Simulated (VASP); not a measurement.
# BrO2 (fluorite type) (Fm-3m) in VASP: a series of runs

Aim: see how the results for BrO2 (fluorite type) move with the level of theory and the settings. Levels: r2SCAN, PBE. Tasks: single point.

All numbers are computed with VASP 6.6.1; they aren't measurements. Logs are shortened: lines on timing, memory, paths and dates and some standing lists are left out, and cuts for length are marked.

## (1) The cell of the first run

The structure is cubic, space group Fm-3m (No. 225). The conventional cell has a = 5.360 Å, b = 5.360 Å, c = 5.360 Å, α = 90.00°, β = 90.00°, γ = 90.00°. Within 3.1 Å of Br (site symmetry m-3m) lie 8 O at 2.32 Å. O (site symmetry -43m) has 4 Br at 2.32 Å and 6 O at 2.68 Å within 3.1 Å.

## (2) Single point, r2SCAN

Contents of POSCAR:

```
BrO2
1.0
    0.0000000000      2.6798722344      2.6798722344
    2.6798722344      0.0000000000      2.6798722344
    2.6798722344      2.6798722344      0.0000000000
Br O
1 2
Direct
    0.0000000000      0.0000000000      0.0000000000
    0.2500000000      0.2500000000      0.2500000000
    0.7500000000      0.7500000000      0.7500000000
```

Contents of INCAR.step1:

```
PREC = Accurate
ENCUT = 520
ISMEAR = -1
SIGMA = 0.1
LREAL = False
LASPH = True
NELM = 60
NBANDS = 16
GGA = PE
ALGO = Normal
EDIFF = 1E-4
LWAVE = True
LCHARG = False
```

Contents of INCAR.step2:

```
PREC = Accurate
ENCUT = 520
EDIFF = 1E-6
ISMEAR = -1
SIGMA = 0.1
LREAL = False
LASPH = True
NELM = 60
ALGO = Normal
ISIF = 2
LWAVE = False
LCHARG = True
METAGGA = R2SCAN
LMIXTAU = True
LELF = True
LVHAR = True
NBANDS = 16
ISTART = 1
```

Contents of KPOINTS:

```
regular mesh
0
Gamma
  11 11 11
```

Potentials or basis: VASP PAW PBE potentials, release 64 (Br, O).

Run with:

```
$ cat potpaw_PBE.64/Br/POTCAR potpaw_PBE.64/O/POTCAR > POTCAR
$ cp INCAR.step1 INCAR
$ mpirun -np 1 vasp_std > vasp.out
$ cp INCAR.step2 INCAR
$ mpirun -np 1 vasp_std > vasp.out
```

OUTCAR:

```text
PREC = Accurate
   ENCUT = 520
   EDIFF = 1E-6
   ISMEAR = -1
   LREAL = False
   LASPH = True
   NELM = 60
   ISIF = 2
   METAGGA = R2SCAN
   ISTART = 1

 ion  position               nearest neighbor table
   1  0.000  0.000  0.000-   3 2.32   3 2.32   3 2.32   2 2.32   3 2.32   2 2.32   2 2.32   2 2.32

   2  0.250  0.250  0.250-   1 2.32   1 2.32   1 2.32   1 2.32
   3  0.750  0.750  0.750-   1 2.32   1 2.32   1 2.32   1 2.32

  LATTYP: Found a face centered cubic cell.
 ALAT       =     5.3597444688

  Lattice vectors:

 A1 = (   0.0000000000,   2.6798722344,   2.6798722344)
 A2 = (   2.6798722344,   0.0000000000,   2.6798722344)
 A3 = (   2.6798722344,   2.6798722344,   0.0000000000)

Analysis of symmetry for initial positions (statically):
=====================================================================
 Subroutine PRICEL returns:
 Original cell was already a primitive cell.

 Routine SETGRP: Setting up the symmetry group for a
 face centered cubic supercell.

 Subroutine GETGRP returns: Found 48 space group operations
 (whereof 48 operations were pure point group operations)
 out of a pool of 48 trial point group operations.

The static configuration has the point symmetry O_h .

Analysis of symmetry for dynamics (positions and initial velocities):
=====================================================================
 Subroutine PRICEL returns:
 Original cell was already a primitive cell.

 Routine SETGRP: Setting up the symmetry group for a
 face centered cubic supercell.

 Subroutine GETGRP returns: Found 48 space group operations
 (whereof 48 operations were pure point group operations)
 out of a pool of 48 trial point group operations.

The dynamic configuration has the point symmetry O_h .

 Subroutine INISYM returns: Found 48 space group operations
 (whereof 48 operations are pure point group operations),
 and found     1 'primitive' translations

----------------------------------------------------------------------------------------

                                     Primitive cell

  volume of cell :      38.4922

  direct lattice vectors                    reciprocal lattice vectors
     0.000000000  2.679872234  2.679872234    -0.186576059  0.186576059  0.186576059
     2.679872234  0.000000000  2.679872234     0.186576059 -0.186576059  0.186576059
     2.679872234  2.679872234  0.000000000     0.186576059  0.186576059 -0.186576059

  length of vectors
     3.789911659  3.789911659  3.789911659     0.323159214  0.323159214  0.323159214

  position of ions in fractional coordinates (direct lattice)
     0.000000000  0.000000000  0.000000000
     0.250000000  0.250000000  0.250000000
     0.750000000  0.750000000  0.750000000

  ion indices of the primitive-cell ions
   primitive index   ion index
                 1           1
                 2           2
                 3           3

----------------------------------------------------------------------------------------

 KPOINTS: regular mesh

Automatic generation of k-mesh.
 Grid dimensions read from file:
 generate k-points for:   11   11   11

 Generating k-lattice:

  Cartesian coordinates                     Fractional coordinates (reciprocal lattice)
    -0.016961460  0.016961460  0.016961460     0.090909091  0.000000000  0.000000000
     0.016961460 -0.016961460  0.016961460     0.000000000  0.090909091  0.000000000
     0.016961460  0.016961460 -0.016961460     0.000000000  0.000000000  0.090909091

  Length of vectors
     0.029378110  0.029378110  0.029378110

  Shift w.r.t. Gamma in fractional coordinates (k-lattice)
     0.000000000  0.000000000  0.000000000

 Subroutine IBZKPT returns following result:
 ===========================================

 Found     56 irreducible k-points:

 Following reciprocal coordinates:
            Coordinates               Weight
  0.000000  0.000000  0.000000      1.000000
  0.090909  0.000000  0.000000      8.000000
  0.181818  0.000000  0.000000      8.000000
  0.272727  0.000000  0.000000      8.000000
  0.363636  0.000000  0.000000      8.000000
  0.454545  0.000000  0.000000      8.000000
[... 16 lines left out ...]
 -0.272727  0.181818  0.000000     24.000000
 -0.181818  0.181818  0.000000     12.000000
 [... further k-points ...]
   k-points           NKPTS =     56   k-points in BZ     NKDIM =     56   number of bands    NBANDS=     16
   number of dos      NEDOS =    301   number of ions     NIONS =      3
   total plane-waves  NPLWV =  21952
   dimension x,y,z NGX =    28 NGY =   28 NGZ =   28
   dimension x,y,z NGXF=    56 NGYF=   56 NGZF=   56
   ions per type =               1   2
   NGX,Y,Z   is equivalent  to a cutoff of  12.28, 12.28, 12.28 a.u.
   NGXF,Y,Z  is equivalent  to a cutoff of  24.56, 24.56, 24.56 a.u.
 SYSTEM =  unknown system
   PREC   = accura    normal or accurate (medium, high low for compatibility)
   ISTART =      1    job   : 0-new  1-cont  2-samecut
   ICHARG =      0    charge: 1-file 2-atom 10-const
   ISPIN  =      1    spin polarized calculation?
   LNONCOLLINEAR =      F non collinear calculations
   LSORBIT =      F    spin-orbit coupling
   LASPH  =      T    aspherical Exc in radial PAW
   ENCUT  =  520.0 eV  38.22 Ry    6.18 a.u.   7.05  7.05  7.05*2*pi/ulx,y,z
   NELM   =     60;   NELMIN=  2; NELMDL=  0     # of ELM steps
   EDIFF  = 0.1E-05   stopping-criterion for ELM
   LREAL  =      F    real-space projection
   EDIFFG = 0.1E-04   stopping-criterion for IOM
   NSW    =      0    number of steps for IOM
   IBRION =     -1    ionic relax: 0-MD 1-quasi-New 2-CG
   NFREE  =      0    steps in history (QN), initial steepest desc. (CG)
   ISIF   =      2    stress and relaxation
   ISYM   =      2    0-nonsym 1-usesym 2-fastsym
   POTIM  = 0.5000    time-step for ionic-motion
   TEBEG  =    0.0;   TEEND  =   0.0 temperature during run
   PSTRESS=    0.0 pullay stress
   NELECT =      19.0000    total number of electrons
   NUPDOWN=      -1.0000    fix difference up-down
   EMIN   =  10.00;   EMAX   =-10.00  energy-range for DOS
   EFERMI =   0.00;   METHOD = LEGACY
   ISMEAR =    -1;   SIGMA  =   0.10  broadening in eV -4-tet -1-fermi 0-gaus
   EFERMI_NEDOS =   21; number of points for ismear=-14 and -15
   IALGO  =     38    algorithm
   IMIX   =      4    mixing-type and parameters
     AMIX     =   0.40;   BMIX     =  1.00
     AMIX_MAG =   1.60;   BMIX_MAG =  1.00
  volume/ion in A,a.u.               =      12.83        86.59
  Fermi-wavevector in a.u.,A,eV,Ry     =   1.293804  2.444936 22.775197  1.673930
  Thomas-Fermi vector in A             =   2.425427
   LORBIT       =      0    0 simple, 1 ext, 2 COOP (PROOUT), +10 PAW based schemes
   METAGGA = R2SCAN    functional components
   LHFCALC =     F    Hartree Fock is set to
   AEXX    =    0.0000 exact exchange contribution
   IVDW    =     0    specifies the selected vdW correction
   LEPSILON=     F    determine dielectric tensor
   LRPA    =     F    only Hartree local field effects (RPA)
 non-spin polarized calculation
  energy-cutoff  :      520.00
  volume of cell :       38.49
 maximum number of plane-waves:      1044
   NGX = 15   NGY = 15   NGZ = 15

 number of electron      19.0000004 magnetization

 Free energy of the ion-electron system (eV)
  ---------------------------------------------------
  ext. energy  EPLUGINS =         0.00000000
  ---------------------------------------------------
  free energy    TOTEN  =       -21.26140584 eV

  energy without entropy =      -21.21939434  energy(sigma->0) =      -21.24040009

 E-fermi :   3.6688     XC(G=0): -11.2400

 val. band max:        3.6395958019   @ k =  -0.4545   0.3636   0.1818
 cond. band min:       3.7118770483   @ k =   0.2727   0.0000   0.0000
 fundamental gap:      0.0722812464
 Fermi energy:         3.6688009261

 k-point     1 :       0.0000    0.0000    0.0000
  band No.  band energies     occupation
      1     -18.1895      2.00000
      2     -14.1790      2.00000
      3     -10.4507      2.00000
      4      -1.2146      2.00000
      5      -1.2145      2.00000
      6      -1.2145      2.00000
[... 8 lines left out ...]
     15      15.3602      0.00000
     16      21.3708      0.00000

 k-point     2 :       0.0909    0.0000    0.0000
  band No.  band energies     occupation
      1     -18.1063      2.00000
      2     -14.2205      2.00000
      3     -10.6162      2.00000
      4      -1.6208      2.00000
      5      -1.4440      2.00000
      6      -1.4440      2.00000
[... 8 lines left out ...]
     15      15.3937      0.00000
     16      21.1637      0.00000

 k-point     3 :       0.1818    0.0000    0.0000
  band No.  band energies     occupation
      1     -17.8615      2.00000
      2     -14.3512      2.00000
      3     -11.0544      2.00000
      4      -1.9965      2.00000
      5      -1.8185      2.00000
      6      -1.8185      2.00000
[... 8 lines left out ...]
     15      15.4804      0.00000
     16      20.7816      0.00000

 k-point     4 :       0.2727    0.0000    0.0000
  band No.  band energies     occupation
      1     -17.4719      2.00000
      2     -14.5873      2.00000
      3     -11.6128      2.00000
      4      -2.1630      2.00000
      5      -2.1453      2.00000
      6      -2.1453      2.00000
[... 8 lines left out ...]
     15      15.5866      0.00000
     16      19.9042      0.00000
[... 324 lines left out ...]
 k-point    22 :      -0.3636    0.1818    0.0000
  band No.  band energies     occupation
      1     -16.3724      2.00000
      2     -15.2001      2.00000
      3     -12.8052      2.00000
      4      -2.8995      2.00000
      5      -2.7513      2.00000
      6      -2.1203      2.00000
[... 8 lines left out ...]
     15      17.5615      0.00000
     16      18.7334      0.00000

 k-point    23 :      -0.2727    0.1818    0.0000
  band No.  band energies     occupation
      1     -16.8824      2.00000
      2     -14.8538      2.00000
      3     -12.4113      2.00000
      4      -2.7173      2.00000
      5      -2.4147      2.00000
      6      -2.3257      2.00000
[... 8 lines left out ...]
     15      17.1286      0.00000
     16      19.4010      0.00000

 k-point    24 :      -0.1818    0.1818    0.0000
  band No.  band energies     occupation
      1     -17.3397      2.00000
      2     -14.6057      2.00000
      3     -11.8692      2.00000
      4      -2.4538      2.00000
      5      -2.4012      2.00000
      6      -2.0336      2.00000
[... 8 lines left out ...]
     15      16.4490      0.00000
     16      19.9503      0.00000

 [... further k-points ...]
[... 5 lines left out ...]
  --------------------------------------------------------------------------------------
  -------------------------------------------------------------------------------------
  Total       -1.8382023     -1.8382023     -1.8382023      0.0000000      0.0000000      0.0000000
  in kB      -76.5123647    -76.5123647    -76.5123647      0.0000000      0.0000000      0.0000000
  external PRESSURE =     -76.5123647 kB  Pullay stress =       0.0000000 kB

 VOLUME and BASIS-vectors are now :
 -----------------------------------------------------------------------------
  energy-cutoff  :      520.00
  volume of cell :       38.49
      direct lattice vectors                 reciprocal lattice vectors
     0.000000000  2.679872234  2.679872234    -0.186576059  0.186576059  0.186576059
     2.679872234  0.000000000  2.679872234     0.186576059 -0.186576059  0.186576059
     2.679872234  2.679872234  0.000000000     0.186576059  0.186576059 -0.186576059

 POSITION                                       TOTAL-FORCE (eV/Angst)
 -----------------------------------------------------------------------------------
      0.00000      0.00000      0.00000         0.000000      0.000000      0.000000
      1.33994      1.33994      1.33994         0.000000      0.000000      0.000000
      4.01981      4.01981      4.01981        -0.000000     -0.000000     -0.000000
 -----------------------------------------------------------------------------------
    total drift:                                0.000000      0.000000      0.000000

  FREE ENERGIE OF THE ION-ELECTRON SYSTEM (eV)
  ---------------------------------------------------
  free  energy   TOTEN  =       -21.2614058377 eV

  energy  without entropy=      -21.2193943388  energy(sigma->0) =      -21.24040009
```

Run time: 82 s. Hardware: 1 thread of Intel Xeon 6975P-C (Granite Rapids), shared host; peak memory 0.17 GiB.

Results:

```yaml
Free_energy: -21.2614 eV
Pressure: -7.7 GPa
```

Caveat: the PAW data sets were made with another functional, which shifts forces and pressure a little; an odd number of electrons without spin polarisation forces a metal; a magnetic or distorted state may lie lower.

## (3) Single point, PBE

This run uses another cell than the first one, of 11.60 Å³/atom, 0.904 times its volume.

Contents of INCAR:

```
SYSTEM = BrO2
ALGO = Normal
EDIFF = 1E-7
ENCUT = 520
GGA = PE
ISIF = 2
ISMEAR = -1
LASPH = .TRUE.
LCHARG = .TRUE.
LELF = .TRUE.
LREAL = .FALSE.
LVHAR = .TRUE.
LWAVE = .FALSE.
NBANDS = 16
NELM = 80
PREC = Accurate
SIGMA = 0.06122561905347299
```

Contents of KPOINTS:

```
k-points
0
G
  18 18 18
  0 0 0
```

Contents of POSCAR:

```
BrO2
1.0
    0.0000000000      2.5910686947      2.5910686947
    2.5910686947      0.0000000000      2.5910686947
    2.5910686947      2.5910686947      0.0000000000
Br O
1 2
Direct
    0.0000000000      0.0000000000      0.0000000000
    0.2500000000      0.2500000000      0.2500000000
    0.7500000000      0.7500000000      0.7500000000
```

Potentials or basis: VASP PAW PBE potentials, release 64 (Br, O).

Run with:

```
$ cat potpaw_PBE.64/Br/POTCAR potpaw_PBE.64/O/POTCAR > POTCAR
$ mpirun -np 1 vasp_std > vasp.out
```

Wall time 72 s (1 thread of Intel Xeon 6975P-C (Granite Rapids), shared host); peak memory 0.22 GiB.

The run converged. Its results:

| Property | Result |
| --- | --- |
| Free energy | -8.2446 eV |
| Pressure | 7.8 GPa |

Levels at points of the mesh, in eV from the Fermi level:
| k point | band 6 | band 7 | band 8 | band 9 | band 10 | band 11 | band 12 | band 13 |
| --- | --- | --- | --- | --- | --- | --- | --- | --- |
| (0.00, 0.00, 0.00) | -5.23 | -4.74 | -4.74 | -4.74 | -0.26 | -0.26 | -0.26 | 9.05 |
| (0.50, 0.00, 0.00) | -6.27 | -3.87 | -3.87 | -1.72 | 1.02 | 1.02 | 1.29 | 10.46 |
| (0.50, 0.50, 0.00) | -3.92 | -2.29 | -1.94 | -1.94 | -1.43 | 1.93 | 1.93 | 7.73 |

Caveat: an odd number of electrons without spin polarisation forces a metal; a magnetic or distorted state may lie lower.

## (4) Single point, PBE

This run uses another cell than the first one, of 11.60 Å³/atom, 0.904 times its volume.

Contents of INCAR:

```
ALGO = Normal
EDIFF = 1E-7
ENCUT = 520
GGA = PE
ISIF = 2
ISMEAR = -1
LASPH = T
LCHARG = F
LREAL = F
LWAVE = F
NBANDS = 16
NELM = 60
PREC = Accurate
SIGMA = 0.06122561905347299
```

Contents of KPOINTS:

```
k-points
0
Gamma
  18 18 18
```

POSCAR is that of step 3.

Potentials or basis: VASP PAW PBE potentials, release 64 (Br, O).

Run with:

```
$ cat potpaw_PBE.64/Br/POTCAR potpaw_PBE.64/O/POTCAR > POTCAR
$ mpirun -np 1 vasp_std > vasp.out
```

OUTCAR:

```text
EDIFF = 1E-7
   ENCUT = 520
   GGA = PE
   ISIF = 2
   ISMEAR = -1
   LASPH = T
   LREAL = F
   NELM = 60
   PREC = Accurate

 ion  position               nearest neighbor table
   1  0.000  0.000  0.000-   3 2.24   3 2.24   3 2.24   2 2.24   3 2.24   2 2.24   2 2.24   2 2.24

   2  0.250  0.250  0.250-   1 2.24   1 2.24   1 2.24   1 2.24
   3  0.750  0.750  0.750-   1 2.24   1 2.24   1 2.24   1 2.24

[... 649 lines left out ...]
------------------------ aborting loop because EDIFF is reached ----------------------------------------

  FORCE on cell =-STRESS in cart. coord.  units (eV):
  Direction    XX          YY          ZZ          XY          YZ          ZX
  --------------------------------------------------------------------------------------
  -------------------------------------------------------------------------------------
  Total        1.6837880      1.6837880      1.6837880      0.0000000     -0.0000000      0.0000000
  in kB       77.5409689     77.5409689     77.5409689      0.0000000     -0.0000000      0.0000000
  external PRESSURE =      77.5409689 kB  Pullay stress =       0.0000000 kB

 VOLUME and BASIS-vectors are now :
 -----------------------------------------------------------------------------
  energy-cutoff  :      520.00
  volume of cell :       34.79
      direct lattice vectors                 reciprocal lattice vectors
     0.000000000  2.591068695  2.591068695    -0.192970569  0.192970569  0.192970569
     2.591068695  0.000000000  2.591068695     0.192970569 -0.192970569  0.192970569
     2.591068695  2.591068695  0.000000000     0.192970569  0.192970569 -0.192970569

 POSITION                                       TOTAL-FORCE (eV/Angst)
 -----------------------------------------------------------------------------------
      0.00000      0.00000      0.00000        -0.000000     -0.000000     -0.000000
      1.29553      1.29553      1.29553        -0.000000     -0.000000      0.000000
      3.88660      3.88660      3.88660         0.000000      0.000000     -0.000000
 -----------------------------------------------------------------------------------
    total drift:                                0.000000      0.000000      0.000000

  FREE ENERGIE OF THE ION-ELECTRON SYSTEM (eV)
  ---------------------------------------------------
  free  energy   TOTEN  =        -8.2445637769 eV

  energy  without entropy=       -8.2297717351  energy(sigma->0) =       -8.23716776
```

OSZICAR:

```text
N       E                     dE             d eps       ncg     rms          rms(c)
DAV:   1     0.813713128807E+02    0.81371E+02   -0.10024E+04  6248   0.109E+03
DAV:   2    -0.850658989418E+01   -0.89878E+02   -0.86475E+02  7976   0.234E+02
DAV:   3    -0.113166510454E+02   -0.28101E+01   -0.28011E+01  8248   0.415E+01
DAV:   4    -0.113276770354E+02   -0.11026E-01   -0.11025E-01  7840   0.286E+00
DAV:   5    -0.113277373070E+02   -0.60272E-04   -0.60271E-04  8032   0.195E-01    0.229E+01
DAV:   6    -0.867553122739E+01    0.26522E+01   -0.10904E+01  6320   0.292E+01    0.227E+01
DAV:   7    -0.824618704708E+01    0.42934E+00   -0.14764E+00  6560   0.107E+01    0.182E+01
DAV:   8    -0.833664622334E+01   -0.90459E-01   -0.72257E-01  6712   0.741E+00    0.244E+01
DAV:   9    -0.824382440996E+01    0.92822E-01   -0.29561E-01  6616   0.472E+00    0.329E-01
DAV:  10    -0.824450874813E+01   -0.68434E-03   -0.70402E-03  8264   0.680E-01    0.564E-02
DAV:  11    -0.824454868820E+01   -0.39940E-04   -0.77662E-05  6984   0.722E-02    0.142E-01
DAV:  12    -0.824456262766E+01   -0.13939E-04   -0.29384E-05  6888   0.541E-02    0.104E-01
DAV:  13    -0.824456371738E+01   -0.10897E-05   -0.12489E-06  7888   0.911E-03    0.200E-02
DAV:  14    -0.824456383881E+01   -0.12142E-06   -0.57757E-07  7384   0.608E-03    0.115E-03
DAV:  15    -0.824456377693E+01    0.61871E-07   -0.76402E-08  5328   0.179E-03
   1 F= -.82445638E+01 E0= -.82371678E+01  d E =-.147920E-01
```

Run time: 59 s. Hardware: 1 thread of Intel Xeon 6975P-C (Granite Rapids), shared host; peak memory 0.22 GiB.

What came out:

* Free energy: -8.2446 eV
* Pressure: 7.8 GPa

Caveat: an odd number of electrons without spin polarisation forces a metal; a magnetic or distorted state may lie lower.

[end of part 1 of 2]
